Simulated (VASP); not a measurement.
# SiC (F-43m) in VASP: notebook

SiC is run at these levels: LDA; tasks: single point.

Everything below comes from runs of VASP 6.6.1. Logs are shortened: lines on timing, memory, paths and dates and some standing lists are left out, and cuts for length are marked.

## Step 1: The cell of the first run

Symmetry: F-43m, No. 216, cubic system. The conventional cell has a = 4.271 Å, b = 4.271 Å, c = 4.271 Å, α = 90.00°, β = 90.00°, γ = 90.00°. Within 2.5 Å of Si (site symmetry -43m) lie 4 C at 1.85 Å. C (site symmetry -43m) has 4 Si at 1.85 Å within 2.5 Å.

## Step 2: Single point, LDA

INCAR reads:

```
SYSTEM = SiC
ALGO = Normal
EDIFF = 1E-6
ENCUT = 520
GGA = CA
ISIF = 2
ISMEAR = 0
LASPH = .TRUE.
LCHARG = .FALSE.
LREAL = .FALSE.
LWAVE = .FALSE.
NBANDS = 11
NELM = 80
PREC = Accurate
SIGMA = 0.01
```

KPOINTS reads:

```
k-points
0
G
  10 10 10
  0 0 0
```

POSCAR reads:

```
SiC
1.0
    2.1356067320      2.1356067320      0.0000000000
   -2.1356067320      2.1356067320      0.0000000000
    0.0000000000      2.1356067320      2.1356067320
Si C
1 1
Direct
    0.0000000000      0.0000000000      0.0000000000
    0.7500000000      0.2500000000      0.5000000000
```

Potentials or basis: VASP PAW LDA potentials, release 64 (Si, C).

Command:

```sh
$ cat potpaw_LDA.64/Si/POTCAR potpaw_LDA.64/C/POTCAR > POTCAR
$ mpirun -np 1 vasp_std > vasp.out
```

OUTCAR:

```text
SYSTEM = SiC
   EDIFF = 1E-6
   ENCUT = 520
   GGA = CA
   ISIF = 2
   ISMEAR = 0
   LASPH = .TRUE.
   LREAL = .FALSE.
   NELM = 80
   PREC = Accurate

 ion  position               nearest neighbor table
   1  0.000  0.000  0.000-   2 1.85   2 1.85   2 1.85   2 1.85
   2  0.750  0.250  0.500-   1 1.85   1 1.85   1 1.85   1 1.85

  LATTYP: Found a face centered cubic cell.
 ALAT       =     4.2712134640

  Lattice vectors:

 A1 = (   0.0000000000,   2.1356067320,   2.1356067320)
 A2 = (   2.1356067320,   0.0000000000,   2.1356067320)
 A3 = (   2.1356067320,   2.1356067320,   0.0000000000)

Analysis of symmetry for initial positions (statically):
=====================================================================
 Subroutine PRICEL returns:
 Original cell was already a primitive cell.

 Routine SETGRP: Setting up the symmetry group for a
 face centered cubic supercell.

 Subroutine GETGRP returns: Found 24 space group operations
 (whereof 24 operations were pure point group operations)
 out of a pool of 48 trial point group operations.

The static configuration has the point symmetry T_d .

Analysis of symmetry for dynamics (positions and initial velocities):
=====================================================================
 Subroutine PRICEL returns:
 Original cell was already a primitive cell.

 Routine SETGRP: Setting up the symmetry group for a
 face centered cubic supercell.

 Subroutine GETGRP returns: Found 24 space group operations
 (whereof 24 operations were pure point group operations)
 out of a pool of 48 trial point group operations.

The dynamic configuration has the point symmetry T_d .

 Subroutine INISYM returns: Found 24 space group operations
 (whereof 24 operations are pure point group operations),
 and found     1 'primitive' translations

----------------------------------------------------------------------------------------

                                     Primitive cell

  volume of cell :      19.4802

  direct lattice vectors                    reciprocal lattice vectors
     2.135606732  2.135606732  0.000000000     0.234125503  0.234125503 -0.234125503
    -2.135606732  2.135606732  0.000000000    -0.234125503  0.234125503 -0.234125503
     0.000000000  2.135606732  2.135606732     0.000000000  0.000000000  0.468251006

  length of vectors
     3.020204004  3.020204004  3.020204004     0.405517266  0.405517266  0.468251006

  position of ions in fractional coordinates (direct lattice)
     0.000000000  0.000000000  0.000000000
     0.750000000  0.250000000  0.500000000

  ion indices of the primitive-cell ions
   primitive index   ion index
                 1           1
                 2           2

----------------------------------------------------------------------------------------

 KPOINTS: k-points

Automatic generation of k-mesh.
 Grid dimensions read from file:
 generate k-points for:   10   10   10

 Generating k-lattice:

  Cartesian coordinates                     Fractional coordinates (reciprocal lattice)
     0.023412550  0.023412550 -0.023412550     0.100000000  0.000000000  0.000000000
    -0.023412550  0.023412550 -0.023412550     0.000000000  0.100000000  0.000000000
     0.000000000  0.000000000  0.046825101     0.000000000  0.000000000  0.100000000

  Length of vectors
     0.040551727  0.040551727  0.046825101

  Shift w.r.t. Gamma in fractional coordinates (k-lattice)
     0.000000000  0.000000000  0.000000000

 Subroutine IBZKPT returns following result:
 ===========================================

 Found     47 irreducible k-points:

 Following reciprocal coordinates:
            Coordinates               Weight
  0.000000  0.000000  0.000000      1.000000
  0.100000  0.000000  0.000000      8.000000
  0.200000  0.000000  0.000000      8.000000
  0.300000  0.000000  0.000000      8.000000
  0.400000  0.000000  0.000000      8.000000
  0.500000  0.000000  0.000000      4.000000
[... 16 lines left out ...]
  0.300000  0.300000  0.000000     12.000000
  0.400000  0.300000  0.000000     24.000000
 [... further k-points ...]
   k-points           NKPTS =     47   k-points in BZ     NKDIM =     47   number of bands    NBANDS=     11
   number of dos      NEDOS =    301   number of ions     NIONS =      2
   total plane-waves  NPLWV =  13824
   dimension x,y,z NGX =    24 NGY =   24 NGZ =   24
   dimension x,y,z NGXF=    48 NGYF=   48 NGZF=   48
   ions per type =               1   1
   NGX,Y,Z   is equivalent  to a cutoff of  13.21, 13.21, 13.21 a.u.
   NGXF,Y,Z  is equivalent  to a cutoff of  26.42, 26.42, 26.42 a.u.
 SYSTEM =  SiC
   PREC   = accura    normal or accurate (medium, high low for compatibility)
   ISTART =      0    job   : 0-new  1-cont  2-samecut
   ICHARG =      2    charge: 1-file 2-atom 10-const
   ISPIN  =      1    spin polarized calculation?
   LNONCOLLINEAR =      F non collinear calculations
   LSORBIT =      F    spin-orbit coupling
   LASPH  =      T    aspherical Exc in radial PAW
   ENCUT  =  520.0 eV  38.22 Ry    6.18 a.u.   5.62  5.62  5.62*2*pi/ulx,y,z
   NELM   =     80;   NELMIN=  2; NELMDL= -5     # of ELM steps
   EDIFF  = 0.1E-05   stopping-criterion for ELM
   LREAL  =      F    real-space projection
   EDIFFG = 0.1E-04   stopping-criterion for IOM
   NSW    =      0    number of steps for IOM
   IBRION =     -1    ionic relax: 0-MD 1-quasi-New 2-CG
   NFREE  =      0    steps in history (QN), initial steepest desc. (CG)
   ISIF   =      2    stress and relaxation
   ISYM   =      2    0-nonsym 1-usesym 2-fastsym
   POTIM  = 0.5000    time-step for ionic-motion
   TEBEG  =    0.0;   TEEND  =   0.0 temperature during run
   PSTRESS=    0.0 pullay stress
   NELECT =       8.0000    total number of electrons
   NUPDOWN=      -1.0000    fix difference up-down
   EMIN   =  10.00;   EMAX   =-10.00  energy-range for DOS
   EFERMI =   0.00;   METHOD = LEGACY
   ISMEAR =     0;   SIGMA  =   0.01  broadening in eV -4-tet -1-fermi 0-gaus
   EFERMI_NEDOS =   21; number of points for ismear=-14 and -15
   IALGO  =     38    algorithm
   IMIX   =      4    mixing-type and parameters
     AMIX     =   0.40;   BMIX     =  1.00
     AMIX_MAG =   1.60;   BMIX_MAG =  1.00
  volume/ion in A,a.u.               =       9.74        65.73
  Fermi-wavevector in a.u.,A,eV,Ry     =   1.216859  2.299530 20.146766  1.480746
  Thomas-Fermi vector in A             =   2.352199
   LORBIT       =      0    0 simple, 1 ext, 2 COOP (PROOUT), +10 PAW based schemes
   GGA     = CA    functional components
   LHFCALC =     F    Hartree Fock is set to
   AEXX    =    0.0000 exact exchange contribution
   IVDW    =     0    specifies the selected vdW correction
   LEPSILON=     F    determine dielectric tensor
   LRPA    =     F    only Hartree local field effects (RPA)
 non-spin polarized calculation
 Gauss-broadening in eV      SIGMA  =   0.01
  energy-cutoff  :      520.00
  volume of cell :       19.48
 maximum number of plane-waves:       544
   NGX = 11   NGY = 11   NGZ = 11

 number of electron       7.9999999 magnetization

 Free energy of the ion-electron system (eV)
  ---------------------------------------------------
  ext. energy  EPLUGINS =         0.00000000
  ---------------------------------------------------
  free energy    TOTEN  =       -16.61584902 eV

  energy without entropy =      -16.61584902  energy(sigma->0) =      -16.61584902

 E-fermi :   8.9161     XC(G=0): -11.8154

 val. band max:        8.7625584319   @ k =   0.0000   0.0000   0.0000
 cond. band min:      10.0134521040   @ k =   0.5000   0.5000   0.0000
 fundamental gap:      1.2508936720
 Fermi energy:         8.9160820235

 k-point     1 :       0.0000    0.0000    0.0000
  band No.  band energies     occupation
      1      -7.0325      2.00000
      2       8.7626      2.00000
      3       8.7626      2.00000
      4       8.7626      2.00000
      5      15.7705      0.00000
      6      16.3808      0.00000
      7      16.3808      0.00000
      8      16.3808      0.00000
      9      23.5777      0.00000
     10      23.5777      0.00000
     11      25.8878      0.00000

 k-point     2 :       0.1000    0.0000    0.0000
  band No.  band energies     occupation
      1      -6.8270      2.00000
      2       7.7552      2.00000
      3       8.6268      2.00000
      4       8.6268      2.00000
      5      15.8527      0.00000
      6      16.6315      0.00000
      7      16.6315      0.00000
      8      16.8029      0.00000
      9      22.5663      0.00000
     10      22.5663      0.00000
     11      25.3627      0.00000

 k-point     3 :       0.2000    0.0000    0.0000
  band No.  band energies     occupation
      1      -6.2186      2.00000
      2       5.5889      2.00000
      3       8.3153      2.00000
      4       8.3153      2.00000
      5      15.4595      0.00000
      6      16.9766      0.00000
      7      16.9766      0.00000
      8      18.0440      0.00000
      9      21.8803      0.00000
     10      21.8803      0.00000
     11      24.4818      0.00000

 k-point     4 :       0.3000    0.0000    0.0000
  band No.  band energies     occupation
      1      -5.2395      2.00000
      2       3.1878      2.00000
      3       7.9949      2.00000
      4       7.9949      2.00000
      5      15.0519      0.00000
      6      16.7635      0.00000
      7      16.7635      0.00000
      8      18.8916      0.00000
      9      22.7837      0.00000
     10      22.7837      0.00000
     11      24.3154      0.00000

 k-point     5 :       0.4000    0.0000    0.0000
  band No.  band energies     occupation
      1      -4.0068      2.00000
      2       1.0171      2.00000
      3       7.7735      2.00000
      4       7.7735      2.00000
      5      14.7938      0.00000
      6      16.3257      0.00000
      7      16.3257      0.00000
      8      19.0558      0.00000
      9      24.8118      0.00000
     10      24.8118      0.00000
     11      24.9782      0.00000
[... 211 lines left out ...]
 k-point    21 :      -0.3000    0.2000    0.0000
  band No.  band energies     occupation
      1      -5.2219      2.00000
      2       4.8307      2.00000
      3       6.8222      2.00000
      4       6.8303      2.00000
      5      13.3391      0.00000
      6      15.7815      0.00000
      7      18.9207      0.00000
      8      19.3655      0.00000
      9      21.4446      0.00000
     10      25.3255      0.00000
     11      28.1462      0.00000

 k-point    22 :      -0.2000    0.2000    0.0000
  band No.  band energies     occupation
      1      -5.9468      2.00000
      2       6.4390      2.00000
      3       7.2603      2.00000
      4       7.2603      2.00000
      5      13.9105      0.00000
      6      16.1483      0.00000
      7      18.7935      0.00000
      8      18.7935      0.00000
      9      20.0677      0.00000
     10      24.7884      0.00000
     11      28.5558      0.00000

 k-point    23 :       0.3000    0.3000    0.0000
  band No.  band energies     occupation
      1      -2.6835      2.00000
      2       1.8895      2.00000
      3       3.2496      2.00000
      4       6.9231      2.00000
      5      13.2743      0.00000
      6      18.5228      0.00000
      7      19.0548      0.00000
      8      20.0956      0.00000
      9      22.5768      0.00000
     10      23.0303      0.00000
     11      30.3721      0.00000

 k-point    24 :       0.4000    0.3000    0.0000
  band No.  band energies     occupation
      1      -1.9658      2.00000
      2       1.2083      2.00000
      3       3.2892      2.00000
      4       6.3740      2.00000
      5      12.3890      0.00000
      6      17.7517      0.00000
      7      19.9784      0.00000
      8      20.7222      0.00000
      9      22.5218      0.00000
     10      24.6364      0.00000
     11      30.9165      0.00000

 [... further k-points ...]
[... 5 lines left out ...]
  --------------------------------------------------------------------------------------
  -------------------------------------------------------------------------------------
  Total        1.2693474      1.2693474      1.2693474     -0.0000000     -0.0000000     -0.0000000
  in kB      104.3992190    104.3992190    104.3992190     -0.0000000     -0.0000000     -0.0000000
  external PRESSURE =     104.3992190 kB  Pullay stress =       0.0000000 kB

 VOLUME and BASIS-vectors are now :
 -----------------------------------------------------------------------------
  energy-cutoff  :      520.00
  volume of cell :       19.48
      direct lattice vectors                 reciprocal lattice vectors
     2.135606732  2.135606732  0.000000000     0.234125503  0.234125503 -0.234125503
    -2.135606732  2.135606732  0.000000000    -0.234125503  0.234125503 -0.234125503
     0.000000000  2.135606732  2.135606732     0.000000000  0.000000000  0.468251006

 POSITION                                       TOTAL-FORCE (eV/Angst)
 -----------------------------------------------------------------------------------
      0.00000      0.00000      0.00000        -0.000000      0.000000      0.000000
      1.06780      3.20341      1.06780         0.000000     -0.000000      0.000000
 -----------------------------------------------------------------------------------
    total drift:                               -0.000000      0.000000     -0.000000

  FREE ENERGIE OF THE ION-ELECTRON SYSTEM (eV)
  ---------------------------------------------------
  free  energy   TOTEN  =       -16.6158490204 eV

  energy  without entropy=      -16.6158490204  energy(sigma->0) =      -16.61584902
```

It took 5.4 s on 1 thread of Intel Xeon 6975P-C, shared host; peak memory 0.13 GiB.

Results:

```
Free energy            : -16.6158 eV
Pressure               : 10.4 GPa
Band gap on the k mesh : 1.25 eV, indirect (least direct gap 4.56 eV)
```

A k mesh can miss the band edges. Expect the measured gap to be larger: semilocal functionals such as LDA lack the derivative discontinuity.

## Step 3: Single point, LDA

INCAR reads:

```
ALGO = Normal
EDIFF = 1E-6
ENCUT = 520
ISIF = 2
ISMEAR = 0
LASPH = True
LCHARG = True
LELF = True
LREAL = False
LVHAR = True
LWAVE = False
NBANDS = 11
NELM = 80
PREC = Accurate
SIGMA = 0.01
```

KPOINTS reads:

```
k-points
0
Gamma
  10 10 10
```

POSCAR is that of step 2.

Potentials or basis: VASP PAW LDA potentials, release 64 (Si, C).

Command:

```sh
$ cat potpaw_LDA.64/Si/POTCAR potpaw_LDA.64/C/POTCAR > POTCAR
$ mpirun -np 1 vasp_std > vasp.out
```

Run time: 6.6 s. Hardware: 1 thread of Intel Xeon 6975P-C, shared host; peak memory 0.13 GiB.

The run converged. Its results:

```
Free energy            : -16.6158 eV
Pressure               : 10.4 GPa
Band gap on the k mesh : 1.25 eV, indirect (least direct gap 4.56 eV)
```

Levels at points of the mesh, in eV from the valence-band top:
| k point | band 2 | band 3 | band 4 | band 5 | band 6 | band 7 |
| --- | --- | --- | --- | --- | --- | --- |
| (0.00, 0.00, 0.00) | 0.00 | 0.00 | 0.00 | 7.01 | 7.62 | 7.62 |
| (0.50, 0.00, 0.00) | -8.89 | -1.07 | -1.07 | 5.95 | 7.38 | 7.38 |
| (0.50, 0.50, 0.00) | -8.01 | -3.31 | -3.31 | 1.25 | 4.41 | 14.53 |

A k mesh can miss the band edges.

(Continued in part 2 of 2.)
